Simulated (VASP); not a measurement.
Ir:

```xyz
1
Lattice="2.4653 0.0000 0.0000 0.0000 2.4653 0.0000 0.0000 0.0000 2.4653" Properties=species:S:1:pos:R:3 pbc="T T T"
Ir    0.0000    0.0000    0.0000
```

- Program: VASP 6.6.1
- Task: relaxation of cell and atoms
- Functional: r2SCAN
- Potentials or basis: VASP PAW PBE potentials, release 64 (Ir)
- Cutoff: 600 eV
- k mesh: 8 × 8 × 8
- Occupations: gaussian, width 0.1 eV
- Spin: no spin polarisation

At the start: pressure 36.8 GPa; volume 14.98 Å³/atom.

Q: How do energy, volume and symmetry change on relaxing?

A: Over 5 steps the energy falls by 173.2 meV/atom and the volume is 16.66 Å³/atom (+11.2 %); space group Pm-3m (No. 221, to 0.05 Å).

The path:
| step | energy change (eV) | largest force (eV/Å) | pressure (GPa) | volume (Å³) |
| --- | --- | --- | --- | --- |
| 1 | 0.0000 | 0.0000 | 36.84 | 14.98 |
| 2 | 1.0582 | 0.0000 | -38.07 | 23.77 |
| 3 | -0.1690 | 0.0000 | -4.46 | 16.95 |
| 4 | -0.1731 | 0.0000 | -0.73 | 16.70 |
| 5 | -0.1732 | 0.0000 | -0.01 | 16.66 |

Final structure:
```
CELL_PARAMETERS angstrom
2.55381 0.00000 0.00000
0.00000 2.55381 0.00000
0.00000 0.00000 2.55381
ATOMIC_POSITIONS crystal
Ir 0.00000 0.00000 0.00000
```

Caveat: the PAW data sets were made with another functional, which shifts forces and pressure a little.
